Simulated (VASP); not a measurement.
Set up this calculation in VASP 6.6.1, as the native input.

```
Task                   : single point
Functional             : LDA
Potentials or basis    : VASP PAW LDA potentials, release 64 (Ti_sv, B)
Cutoff                 : 520 eV
k mesh                 : 11 × 11 × 9
Occupations            : fermi-dirac, width 0.1 eV
Spin                   : no spin polarisation
Dipole correction      : no
Further INCAR settings : ALGO = Normal; EDIFF = 1e-06; NBANDS = 16
```

The structure of TiB2 (AlB2 type) lies in POSCAR:

```
TiB2
1.0
    2.9940361947      0.0000000000      0.0000000000
   -1.4970180973      2.5929114045      0.0000000000
    0.0000000000      0.0000000000      3.1596046319
Ti B
1 2
Direct
    0.0000000000      0.0000000000      0.0000000000
    0.3333333333      0.6666666667      0.5000000000
    0.6666666667      0.3333333333      0.5000000000
```

The input as run:

INCAR

```
ALGO = Normal ; EDIFF = 1E-6
ENCUT = 520 ; ISIF = 2
ISMEAR = -1 ; LASPH = T
LCHARG = F ; LREAL = F
LWAVE = F ; NBANDS = 16
NELM = 80 ; PREC = Accurate
SIGMA = 0.1
```

KPOINTS

```
k-points
0
Gamma
  11 11 9
```

Potentials or basis: VASP PAW LDA potentials, release 64 (Ti_sv, B).

Launch:

```console
$ cat potpaw_LDA.64/Ti_sv/POTCAR potpaw_LDA.64/B/POTCAR > POTCAR
$ mpirun -np 1 vasp_std > vasp.out
```

It gave:

- Pressure: 0.6 GPa
- Band gap on the k mesh: zero (bands 9 and 10 overlap by 0.51 eV)

It took 31 s on 1 thread of Intel Xeon 8259CL (shared host), peak memory 0.15 GiB.
